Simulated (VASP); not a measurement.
B4MoRu:

```
CELL_PARAMETERS angstrom
0.00000 3.24279 3.24279
3.24279 0.00000 3.24279
3.24279 3.24279 0.00000
ATOMIC_POSITIONS crystal
B 0.08428 0.08428 0.08428
B 0.08428 0.08428 0.74717
B 0.08428 0.74717 0.08428
B 0.74717 0.08428 0.08428
Mo 0.25000 0.25000 0.25000
Ru 0.50000 0.50000 0.50000
```

The cell was built from a structure type or drawn by symmetry, and may not be a known phase.

| Property | Result |
| --- | --- |
| Program | VASP 6.6.1 |
| Task | relaxation of cell and atoms |
| Functional | PBE |
| Potentials or basis | VASP PAW PBE potentials, release 64 (B, Mo_sv, Ru_pv) |
| Cutoff | 600 eV |
| k mesh | 4 × 4 × 4 |
| Occupations | gaussian, width 0.1 eV |
| Spin | no spin polarisation |

At the start: pressure 46.5 GPa; volume 11.37 Å³/atom.

**Question.** Where does the relaxation end?

**Answer.** Over 8 steps the energy falls by 378.5 meV/atom and the volume is 14.48 Å³/atom (+27.4 %); space group F-43m (No. 216, to 0.1 Å) before and after.

The path:
```
step  energy change (eV)  largest force (eV/Å)  pressure (GPa)  volume (Å³)
   1              0.0000                1.9734           46.50        68.20
   2             -0.4344                2.8890          -15.47       106.22
   3             -2.0457                2.3669            3.00        84.89
   4             -1.9167                2.5081           -5.24        92.60
   5             -2.2626                0.1700           -1.81        88.17
   6             -2.2628                0.2215           -1.73        88.09
   7             -2.2690                0.1626            0.78        86.30
   8             -2.2712                0.0287           -0.07        86.89
```

Final structure:
```
B Mo Ru
1.0
     0.00000    3.51545    3.51545
     3.51545    0.00000    3.51545
     3.51545    3.51545    0.00000
B Mo Ru
4 1 1
Direct
  0.08527 0.08527 0.08527
  0.08527 0.08527 0.74420
  0.08527 0.74420 0.08527
  0.74420 0.08527 0.08527
  0.25000 0.25000 0.25000
  0.50000 0.50000 0.50000
```

Caveat: the k points lie up to 0.39 Å⁻¹ apart in the final cell; the volume moved by over 15 % at a fixed basis, so the end points are rough.
